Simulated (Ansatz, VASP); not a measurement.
## Be: VASP beside Ansatz

```xyz
1
Lattice="-1.2573 1.2573 1.2573 1.2573 -1.2573 1.2573 1.2573 1.2573 -1.2573" Properties=species:S:1:pos:R:3 pbc="T T T"
Be    0.0000    0.0000    0.0000
```

Change from the starting cell: volume scaled by 1.01.

Alike in both runs: task single point; functional PBE; k mesh 23 × 23 × 23; occupations fermi-dirac, width 0.03 eV; no spin polarisation.

|  | VASP | Ansatz |
| --- | --- | --- |
| version | VASP 6.6.1 | Ansatz 0.2.0 |
| potentials or method | VASP PAW PBE potentials, release 64 (Be), cutoff 520 eV | all-electron LAPW, scalar-relativistic |

Ansatz gave:

- pressure (GPa): -2.1

What did VASP give for the same quantities?

Pressure (GPa): -1.9.

Ansatz ran all-electron here, and VASP with PAW potentials.
